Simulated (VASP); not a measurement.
A run of VASP 6.6.1 is set up as follows.

INCAR

```
SYSTEM = TiTe2
PREC     = Accurate       ! precision mode
ENCUT    = 520            ! plane-wave cutoff, eV
EDIFF    = 1E-7           ! SCF threshold, eV
ISMEAR   = 0              ! smearing method
SIGMA    = 0.15           ! smearing width, eV
LREAL    = .False.        ! projectors in reciprocal space
LASPH    = .True.         ! aspherical terms in the spheres
NELM     = 80             ! most SCF steps
ALGO     = Normal         ! electronic algorithm
ISIF     = 2              ! what is computed and relaxed
LWAVE    = .False.        ! write WAVECAR
LCHARG   = .False.        ! write CHGCAR
GGA      = PE             ! functional
NBANDS   = 19             ! bands
```

Contents of KPOINTS:

```
regular mesh
0
Gamma
  12 12 8
  0 0 0
```

File POSCAR:

```
TiTe2
1.0
    3.7770008876      0.0000000000      0.0000000000
   -1.8885004438      3.2709787188      0.0000000000
    0.0000000000      0.0000000000      6.1731000000
Ti Te
1 2
Direct
    0.0000000000      0.0000000000      0.0000000000
    0.6666666667      0.3333333333      0.2628000000
    0.3333333333      0.6666666667      0.7372000000
```

Potentials or basis: VASP PAW PBE potentials, release 64 (Ti_sv, Te).

Command:

```sh
$ cat potpaw_PBE.64/Ti_sv/POTCAR potpaw_PBE.64/Te/POTCAR > POTCAR
$ mpirun -np 1 vasp_std > vasp.out
```

Q: What does it give for the band gap on the k mesh?

A: Zero (bands 12 and 13 overlap by 0.72 eV).

Q: Predict the largest force.

A: 0.664 eV/Å.

Q: Estimate the pressure.

A: 4.9 GPa.

Forces in eV/Å, atoms in the order of the input:
```
Ti   0.000  0.000  0.000
Te   0.000  0.000  0.664
Te   0.000  0.000 -0.664
```

Caveat: the cell differs from its parent crystal (strain +0.000 along x and y, -0.050 along z); the cell stands under pressure; spin-orbit coupling is left out, which moves the levels of the heavy elements; this functional lacks dispersion, which binds the layers, so the pressure and a relaxed spacing across them are unreliable.
